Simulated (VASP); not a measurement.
# Ga3As3H in VASP: a series of runs

Ga3As3H is run at these levels: PBE; tasks: single point.

Program: VASP 6.6.1. These are calculated values, not measurements. Logs are shortened: lines on timing, memory, paths and dates and some standing lists are left out, and cuts for length are marked.

### 1 The cell of the first run

The cell holds a slab with vacuum, 7 atoms: a = 4.063 Å, b = 5.746 Å, c = 19.892 Å, α = 90.00°, β = 90.00°, γ = 90.00°.

### 2 Single point, PBE, collinear spin

Contents of INCAR:

```
PREC = Accurate
ENCUT = 520
EDIFF = 1E-6
ISMEAR = 0
SIGMA = 0.05
LREAL = False
LASPH = True
NELM = 150
ALGO = Normal
ISIF = 2
LWAVE = False
LCHARG = True
ISPIN = 2
MAGMOM = 0 0 0 0 0 0 1
LORBIT = 11
LDIPOL = True
IDIPOL = 3
DIPOL = 0.5 0.5 0.313
GGA = PE
LELF = True
LVHAR = True
LVACPOTAV = True
NBANDS = 40
```

Contents of KPOINTS:

```
Automatic mesh
0
Gamma
  7 5 1
```

Contents of POSCAR:

```
Ga3As3H
1.0
    4.0629609251      0.0000000000      0.0000000000
    0.0000000000      5.7458944437      0.0000000000
    0.0000000000      0.0000000000     19.8924416078
Ga As H
3 3 1
Direct
    0.5000000000      0.5000000000      0.2010813996
    0.0000000000      0.0635976529      0.3146195102
    0.5000000000      0.4877931194      0.3796180525
    0.0000000000      0.2500000000      0.2010813996
    0.5000000000      0.8095618192      0.2945553866
    0.0000000000      0.2894088168      0.4218909761
    0.3333333333      0.7894088168      0.3787029139
```

Potentials or basis: VASP PAW PBE potentials, release 64 (Ga_d, As, H).

On the command line:

```
$ cat potpaw_PBE.64/Ga_d/POTCAR potpaw_PBE.64/As/POTCAR potpaw_PBE.64/H/POTCAR > POTCAR
$ mpirun -np 1 vasp_std > vasp.out
```

OUTCAR:

```text
PREC = Accurate
   ENCUT = 520
   EDIFF = 1E-6
   ISMEAR = 0
   LREAL = False
   LASPH = True
   NELM = 150
   ISIF = 2
   ISPIN = 2
   LORBIT = 11
   GGA = PE

 ion  position               nearest neighbor table
   1  0.500  0.500  0.201-   4 2.49   4 2.49   5 2.57
   2  0.000  0.064  0.315-   6 2.50   4 2.50   5 2.53   5 2.53
   3  0.500  0.488  0.380-   7 1.86   6 2.48   6 2.48   5 2.51
   4  0.000  0.250  0.201-   1 2.49   1 2.49   2 2.50
   5  0.500  0.810  0.295-   7 1.81   3 2.51   2 2.53   2 2.53   1 2.57
   6  0.000  0.289  0.422-   3 2.48   3 2.48   2 2.50
   7  0.333  0.789  0.379-   5 1.81   3 1.86

  LATTYP: Found a simple orthorhombic cell.
 ALAT       =     4.0629609251
 B/A-ratio  =     1.4142135624
 C/A-ratio  =     4.8960455132

  Lattice vectors:

 A1 = (   4.0629609251,   0.0000000000,   0.0000000000)
 A2 = (   0.0000000000,   5.7458944437,   0.0000000000)
 A3 = (   0.0000000000,   0.0000000000,  19.8924416078)

Analysis of symmetry for initial positions (statically):
=====================================================================
 Subroutine PRICEL returns:
 Original cell was already a primitive cell.

 Routine SETGRP: Setting up the symmetry group for a
 simple orthorhombic supercell.

 Subroutine GETGRP returns: Found  1 space group operations
 (whereof  1 operations were pure point group operations)
 out of a pool of  8 trial point group operations.

The static configuration has the point symmetry C_1 .

Analysis of symmetry for dynamics (positions and initial velocities):
=====================================================================
 Subroutine PRICEL returns:
 Original cell was already a primitive cell.

 Routine SETGRP: Setting up the symmetry group for a
 simple orthorhombic supercell.

 Subroutine GETGRP returns: Found  1 space group operations
 (whereof  1 operations were pure point group operations)
 out of a pool of  8 trial point group operations.

The dynamic configuration has the point symmetry C_1 .

Analysis of structural, dynamic, and magnetic symmetry:
=====================================================================
 Subroutine PRICEL returns:
 Original cell was already a primitive cell.

 Routine SETGRP: Setting up the symmetry group for a
 simple orthorhombic supercell.

 Subroutine GETGRP returns: Found  1 space group operations
 (whereof  1 operations were pure point group operations)
 out of a pool of  8 trial point group operations.

The overall configuration has the point symmetry C_1 .

 Subroutine INISYM returns: Found  1 space group operations
 (whereof  1 operations are pure point group operations),
 and found     1 'primitive' translations

----------------------------------------------------------------------------------------

                                     Primitive cell

  volume of cell :     464.3959

  direct lattice vectors                    reciprocal lattice vectors
     4.062960925  0.000000000  0.000000000     0.246125921  0.000000000  0.000000000
     0.000000000  5.745894444  0.000000000     0.000000000  0.174037308  0.000000000
     0.000000000  0.000000000 19.892441608     0.000000000  0.000000000  0.050270350

  length of vectors
     4.062960925  5.745894444 19.892441608     0.246125921  0.174037308  0.050270350

  position of ions in fractional coordinates (direct lattice)
     0.500000000  0.500000000  0.201081400
     0.000000000  0.063597653  0.314619510
     0.500000000  0.487793119  0.379618052
     0.000000000  0.250000000  0.201081400
     0.500000000  0.809561819  0.294555387
     0.000000000  0.289408817  0.421890976
     0.333333333  0.789408817  0.378702914

  ion indices of the primitive-cell ions
   primitive index   ion index
                 1           1
                 2           2
                 3           3
                 4           4
                 5           5
                 6           6
                 7           7

----------------------------------------------------------------------------------------

 KPOINTS: Automatic mesh
[... 47 lines left out ...]
   dimension x,y,z NGXF=    60 NGYF=   96 NGZF=  300
   ions per type =               3   3   1
   NGX,Y,Z   is equivalent  to a cutoff of  12.28, 13.89, 12.54 a.u.
   NGXF,Y,Z  is equivalent  to a cutoff of  24.55, 27.78, 25.07 a.u.
 SYSTEM =  unknown system
   PREC   = accura    normal or accurate (medium, high low for compatibility)
   ISTART =      0    job   : 0-new  1-cont  2-samecut
   ICHARG =      2    charge: 1-file 2-atom 10-const
   ISPIN  =      2    spin polarized calculation?
   LNONCOLLINEAR =      F non collinear calculations
   LSORBIT =      F    spin-orbit coupling
   LASPH  =      T    aspherical Exc in radial PAW
   ENCUT  =  520.0 eV  38.22 Ry    6.18 a.u.   7.55 10.68 36.99*2*pi/ulx,y,z
   NELM   =    150;   NELMIN=  2; NELMDL= -5     # of ELM steps
   EDIFF  = 0.1E-05   stopping-criterion for ELM
   LREAL  =      F    real-space projection
   EDIFFG = 0.1E-04   stopping-criterion for IOM
   NSW    =      0    number of steps for IOM
   IBRION =     -1    ionic relax: 0-MD 1-quasi-New 2-CG
   NFREE  =      0    steps in history (QN), initial steepest desc. (CG)
   ISIF   =      2    stress and relaxation
   ISYM   =      2    0-nonsym 1-usesym 2-fastsym
   POTIM  = 0.5000    time-step for ionic-motion
   TEBEG  =    0.0;   TEEND  =   0.0 temperature during run
   PSTRESS=    0.0 pullay stress
   NELECT =      55.0000    total number of electrons
   NUPDOWN=      -1.0000    fix difference up-down
   EMIN   =  10.00;   EMAX   =-10.00  energy-range for DOS
   EFERMI =   0.00;   METHOD = LEGACY
   ISMEAR =     0;   SIGMA  =   0.05  broadening in eV -4-tet -1-fermi 0-gaus
   EFERMI_NEDOS =   21; number of points for ismear=-14 and -15
   IALGO  =     38    algorithm
   IMIX   =      4    mixing-type and parameters
     AMIX     =   0.40;   BMIX     =  1.00
     AMIX_MAG =   1.60;   BMIX_MAG =  1.00
  volume/ion in A,a.u.               =      66.34       447.70
  Fermi-wavevector in a.u.,A,eV,Ry     =   0.803957  1.519259  8.794087  0.646347
  Thomas-Fermi vector in A             =   1.911923
   LORBIT       =     11    0 simple, 1 ext, 2 COOP (PROOUT), +10 PAW based schemes
   GGA     = PE    functional components
   LHFCALC =     F    Hartree Fock is set to
   AEXX    =    0.0000 exact exchange contribution
   IVDW    =     0    specifies the selected vdW correction
   LEPSILON=     F    determine dielectric tensor
   LRPA    =     F    only Hartree local field effects (RPA)
 spin polarized calculation
 Gauss-broadening in eV      SIGMA  =   0.05
  energy-cutoff  :      520.00
  volume of cell :      464.40
 maximum number of plane-waves:     12539
 NGX is ok and might be reduce to    30
   NGX = 15   NGY = 21   NGZ = 73

 dipolmoment           0.000000      0.000000     -0.003554 electrons x Angstroem

 number of electron      55.0000040 magnetization       0.0000235

 dipolmoment           0.000000      0.000000      0.005812 electrons x Angstroem

 Free energy of the ion-electron system (eV)
  ---------------------------------------------------
  ext. energy  EPLUGINS =         0.00000000
  ---------------------------------------------------
  free energy    TOTEN  =       -24.84309358 eV

  energy without entropy =      -24.83863737  energy(sigma->0) =      -24.84086547

 E-fermi :  -2.0814     XC(G=0):  -3.6668

 val. band max:       -2.0954034343   @ k =   0.0000   0.4000   0.0000
 cond. band min:      -2.0674099264   @ k =   0.1429   0.0000   0.0000
 fundamental gap:      0.0279935078
 Fermi energy:        -2.0813862228

 spin component 1

 k-point     1 :       0.0000    0.0000    0.0000
  band No.  band energies     occupation
      1     -17.2218      1.00000
      2     -17.1698      1.00000
      3     -17.1392      1.00000
      4     -17.1105      1.00000
      5     -17.0763      1.00000
      6     -17.0648      1.00000
[... 745 lines left out ...]
     38       4.0669      0.00000
     39       4.5229      0.00000
 Fermi energy:        -2.0813862228

 spin component 2

 k-point     1 :       0.0000    0.0000    0.0000
  band No.  band energies     occupation
      1     -17.2218      1.00000
      2     -17.1698      1.00000
      3     -17.1392      1.00000
      4     -17.1105      1.00000
      5     -17.0763      1.00000
      6     -17.0648      1.00000
[... 745 lines left out ...]
     38       4.0669      0.00000
     39       4.5226      0.00000
 [bands above 39 left out]

------------------------ aborting loop because EDIFF is reached ----------------------------------------

  FORCE on cell =-STRESS in cart. coord.  units (eV):
  Direction    XX          YY          ZZ          XY          YZ          ZX
  --------------------------------------------------------------------------------------
  -------------------------------------------------------------------------------------
  Total       -1.2040853     -0.4416404      0.5905043      0.0141061      0.1472007      0.5583056
  in kB       -4.1541239     -1.5236703      2.0372544      0.0486664      0.5078460      1.9261680
  external PRESSURE =      -1.2135133 kB  Pullay stress =       0.0000000 kB

 VOLUME and BASIS-vectors are now :
 -----------------------------------------------------------------------------
  energy-cutoff  :      520.00
  volume of cell :      464.40
      direct lattice vectors                 reciprocal lattice vectors
     4.062960925  0.000000000  0.000000000     0.246125921  0.000000000  0.000000000
     0.000000000  5.745894444  0.000000000     0.000000000  0.174037308  0.000000000
     0.000000000  0.000000000 19.892441608     0.000000000  0.000000000  0.050270350

 POSITION                                       TOTAL-FORCE (eV/Angst)
 -----------------------------------------------------------------------------------
      2.03148      2.87295      4.00000        -0.035699     -0.502312      0.256450
      0.00000      0.36543      6.25855        -0.198532      0.739737     -0.241503
      2.03148      2.80281      7.55153        -0.024270     -0.459461      0.251561
      0.00000      1.43647      4.00000        -0.085313      0.229937     -0.476278
      2.03148      4.65166      5.85943         0.056888     -0.051295      0.254223
      0.00000      1.66291      8.39244        -0.031175      0.059539     -0.068881
      1.35432      4.53586      7.53333         0.318100     -0.016144      0.024427
 -----------------------------------------------------------------------------------
    total drift:                                0.000074      0.000736      0.000712

  FREE ENERGIE OF THE ION-ELECTRON SYSTEM (eV)
  ---------------------------------------------------
  free  energy   TOTEN  =       -24.8430935758 eV

  energy  without entropy=      -24.8386373715  energy(sigma->0) =      -24.84086547

 vacuum level on the upper side and lower side of the slab         2.639         2.595

 total charge

# of ion       s       p       d       tot
------------------------------------------
    1        0.999   0.585   9.959  11.543
    2        0.906   0.710   9.987  11.603
    3        0.924   0.697   9.977  11.598
    4        1.258   1.458   0.023   2.739
    5        1.264   1.452   0.046   2.763
    6        1.270   1.439   0.025   2.734
    7        0.478   0.015   0.000   0.493
--------------------------------------------------
tot          7.099   6.357  30.017  43.473

 magnetization (x)

# of ion       s       p       d       tot
------------------------------------------
    1        0.000   0.000  -0.000   0.000
    2        0.000  -0.000   0.000   0.000
    3       -0.000   0.000   0.000   0.000
    4       -0.000   0.000   0.000   0.000
    5        0.000   0.000   0.000   0.000
    6       -0.000  -0.000  -0.000  -0.000
    7        0.000  -0.000   0.000   0.000
--------------------------------------------------
tot          0.000   0.000   0.000   0.000
```

Run time: 17 min. Hardware: 1 thread of Oxide Virtual Turin-like, shared host; peak memory 0.9 GiB.

Results:

```yaml
Free_energy: -24.8431 eV
Largest_force: 0.803 eV/Å
Net_moment: 0.00 μB per cell
Valence_electrons_inside_the_program's_atomic_spheres: Ga 11.54, 11.60 (each value once); As 2.74, 2.76, 2.73; H 0.49
```

Forces in eV/Å, atoms in the order of the input:
```
Ga  -0.036 -0.502  0.256
Ga  -0.199  0.740 -0.242
Ga  -0.024 -0.459  0.252
As  -0.085  0.230 -0.476
As   0.057 -0.051  0.254
As  -0.031  0.060 -0.069
H    0.318 -0.016  0.024
```

### 3 Single point, PBE, collinear spin

Contents of INCAR:

```
SYSTEM = Ga3As3H
PREC = Accurate
ENCUT = 520
EDIFF = 1E-7
ISMEAR = 0
SIGMA = 0.05
LREAL = .False.
LASPH = .True.
NELM = 150
ALGO = Normal
ISIF = 2
LWAVE = .False.
LCHARG = .False.
ISPIN = 2
MAGMOM = 0 0 0 0 0 0 1
LORBIT = 11
LDIPOL = .True.
IDIPOL = 3
DIPOL = 0.5 0.5 0.327
GGA = PE
NBANDS = 40
```

Contents of KPOINTS:

```
regular mesh
0
Gamma
  7 5 1
  0 0 0
```

POSCAR, as its differences from that of step 2:

```diff
@@ -14,2 +14,2 @@
     0.0000000000      0.2894088168      0.4218909761
-    0.3333333333      0.7894088168      0.3787029139
+    0.1666666667      0.4560754834      0.4764489546
```

Potentials or basis: VASP PAW PBE potentials, release 64 (Ga_d, As, H).

On the command line:

```
$ cat potpaw_PBE.64/Ga_d/POTCAR potpaw_PBE.64/As/POTCAR potpaw_PBE.64/H/POTCAR > POTCAR
$ mpirun -np 1 vasp_std > vasp.out
```

Wall time 32 min (1 thread of Oxide Virtual Turin-like, shared host); peak memory 0.9 GiB.

It converged, with:

```
Free energy                                           : -24.6735 eV
Largest force                                         : 1.088 eV/Å
Net moment                                            : 0.00 μB per cell
Valence electrons inside the program's atomic spheres : Ga 11.53, 11.60, 11.57; As 2.73, 2.75, 2.80; H 0.51
```

Forces on the atoms (eV/Å):
```
Ga  -0.116 -0.401  0.633
Ga  -0.010 -0.488 -0.972
Ga   0.197  0.506 -0.590
As   0.162  0.453 -0.380
As   0.004 -0.124  0.516
As  -0.355  0.035  0.756
H    0.118  0.019  0.037
```

Levels at points of the mesh, in eV from the Fermi level:
Spin up:
```tsv
k point	band 25	band 26	band 27	band 28	band 29	band 30
(0.00, 0.00, 0.00)	-1.99	-1.70	-0.72	-0.03	0.48	1.06
```
Spin down:
| k point | band 25 | band 26 | band 27 | band 28 | band 29 | band 30 |
| --- | --- | --- | --- | --- | --- | --- |
| (0.00, 0.00, 0.00) | -1.99 | -1.70 | -0.72 | -0.03 | 0.48 | 1.06 |

### 4 Single point, PBE, collinear spin

Contents of INCAR:

```
SYSTEM = Ga3As3H
ALGO = Fast
DIPOL = 0.5 0.5 0.322
EDIFF = 1E-7
ENCUT = 520
GGA = PE
IDIPOL = 3
ISIF = 2
ISMEAR = 0
ISPIN = 2
LASPH = .True.
LCHARG = .False.
LDIPOL = .True.
LORBIT = 11
LREAL = .False.
LWAVE = .False.
MAGMOM = 0 0 0 0 0 0 1
NBANDS = 40
NELM = 150
PREC = Accurate
SIGMA = 0.05
```

Contents of KPOINTS:

```
k-points
0
Gamma
  7 5 1
  0 0 0
```

POSCAR, as its differences from that of step 3:

```diff
@@ -14,2 +14,2 @@
     0.0000000000      0.2894088168      0.4218909761
-    0.1666666667      0.4560754834      0.4764489546
+    0.3333333333      0.6227421501      0.4442041659
```

On the command line:

```
$ cat potpaw_PBE.64/Ga_d/POTCAR potpaw_PBE.64/As/POTCAR potpaw_PBE.64/H/POTCAR > POTCAR
$ mpirun -np 1 vasp_std > vasp.out
```

Wall time 31 min (1 thread of Oxide Virtual Turin-like, shared host); peak memory 0.92 GiB.

Results (log left out):

```yaml
Free_energy: -24.9068 eV
Largest_force: 1.080 eV/Å
Net_moment: 0.00 μB per cell
Valence_electrons_inside_the_program's_atomic_spheres: Ga 11.52, 11.59, 11.67; As 2.74, 2.75, 2.71; H 0.50
```

Forces in eV/Å, atoms in the order of the input:
```
Ga   0.047 -0.384  1.008
Ga   0.093  0.004 -0.220
Ga   0.410  0.500  0.190
As  -0.033  0.551 -0.815
As  -0.032 -0.348 -0.131
As  -0.554 -0.342 -0.026
H    0.068  0.018 -0.007
```

Levels at points of the mesh, in eV from the Fermi level:
Spin up:
```
           k point  band 25  band 26  band 27  band 28  band 29  band 30
(0.00, 0.00, 0.00)    -0.93    -0.79    -0.01     0.25     1.43     1.71
```
Spin down:
```csv
k point,band 23,band 24,band 25,band 26,band 27,band 28,band 29,band 30,band 31,band 32
"(0.00, 0.00, 0.00)",-2.27,-1.73,-0.93,-0.79,-0.01,0.25,1.43,1.71,2.87,3.12
```

### 5 Single point, PBE, collinear spin

Contents of INCAR:

```
SYSTEM = Ga3As3H
  ALGO = Normal
  DIPOL = 0.5 0.5 0.325
  EDIFF = 1E-6
  ENCUT = 520
  GGA = PE
  IDIPOL = 3
  ISIF = 2
  ISMEAR = 0
  ISPIN = 2
  LASPH = .TRUE.
  LCHARG = .FALSE.
  LDIPOL = .TRUE.
  LORBIT = 11
  LREAL = .FALSE.
  LWAVE = .FALSE.
  MAGMOM = 0 0 0 0 0 0 1
  NBANDS = 40
  NELM = 150
  PREC = Accurate
  SIGMA = 0.05
```

Contents of KPOINTS:

```
k-points
0
G
  7 5 1
  0 0 0
```

POSCAR, as its differences from that of step 4:

```diff
@@ -14,2 +14,2 @@
     0.0000000000      0.2894088168      0.4218909761
-    0.3333333333      0.6227421501      0.4442041659
+    0.3333333333      0.4560754834      0.4619272312
```

On the command line:

```
$ cat potpaw_PBE.64/Ga_d/POTCAR potpaw_PBE.64/As/POTCAR potpaw_PBE.64/H/POTCAR > POTCAR
$ mpirun -np 1 vasp_std > vasp.out
```

It took 21 min on 1 thread of Oxide Virtual Turin-like, shared host; peak memory 0.91 GiB.

Results (log left out):

```yaml
Free_energy: -24.6845 eV
Largest_force: 1.103 eV/Å
Net_moment: 0.00 μB per cell
Valence_electrons_inside_the_program's_atomic_spheres: Ga 11.52, 11.59, 11.62; As 2.74, 2.75 (each value once); H 0.49
```

Forces in eV/Å, atoms in the order of the input:
```
Ga  -0.041 -0.527  0.968
Ga   0.067 -0.075 -0.415
Ga   0.486  0.436 -0.537
As   0.053  0.487 -0.736
As  -0.032 -0.122  0.340
As  -0.255 -0.550  0.367
H   -0.277  0.352  0.012
```

Levels at points of the mesh, in eV from the Fermi level:
Spin up:
```
           k point  band 24  band 25  band 26  band 27  band 28  band 29  band 30  band 31
(0.00, 0.00, 0.00)    -2.25    -1.71    -1.46    -0.59     0.02     0.73     1.31     2.07
```
Spin down:
| k point | band 23 | band 24 | band 25 | band 26 | band 27 | band 28 | band 29 | band 30 | band 31 | band 32 |
| --- | --- | --- | --- | --- | --- | --- | --- | --- | --- | --- |
| (0.00, 0.00, 0.00) | -2.84 | -2.25 | -1.71 | -1.46 | -0.59 | 0.02 | 0.73 | 1.31 | 2.07 | 2.49 |

### 6 Overview

| cell | gap on the mesh (eV) | moment (μB) | largest force (eV/Å) |
| --- | --- | --- | --- |
| as given, atomic positions A | none | 0.00 | 0.80 |
| as given, atomic positions B | none | 0.00 | 1.09 |
| as given, atomic positions C | none | 0.00 | 1.08 |
| as given, atomic positions D | none | 0.00 | 1.10 |

Alike in all rows: task single point; level PBE; potentials or basis VASP PAW PBE potentials, release 64 (Ga_d, As, H); spin collinear; k mesh 7 × 5 × 1; cutoff (eV) 520; smearing gaussian 0.05 eV.

Absolute energies hang on the potentials; compare differences alone.
